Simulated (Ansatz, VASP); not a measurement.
# One calculation of AlAs, two programs

```
Al As
1.0
     0.00000    2.83913    2.83913
     2.83913    0.00000    2.83913
     2.83913    2.83913    0.00000
Al As
1 1
Direct
  0.00000 0.00000 0.00000
  0.25000 0.25000 0.25000
```

Alike in both runs: functional r2SCAN; k mesh 6 × 6 × 6; no spin polarisation.

Ansatz relaxed the structure, and its values are those at the end. VASP's run is a single point on that final structure, the one shown.

|  | VASP | Ansatz |
| --- | --- | --- |
| version | VASP 6.6.1 | Ansatz 0.2.0 |
| potentials or method | VASP PAW PBE potentials, release 64 (Al, As) | plane waves, PAW |
| plane-wave cutoff (eV) | 550 | 500 |
| occupations | gaussian, width 0.01 eV | fixed |
| valence electrons in the cell | 8 | 18 |

|  | VASP | Ansatz | Ansatz less VASP |
| --- | --- | --- | --- |
| pressure (GPa) | 0.0 | 0.0 | +0.04 |

VASP's potentials were made for PBE, not for r2SCAN. VASP's potentials hold 8 valence electrons a cell and Ansatz's 18, so a difference there can come from the potentials and not from the codes.
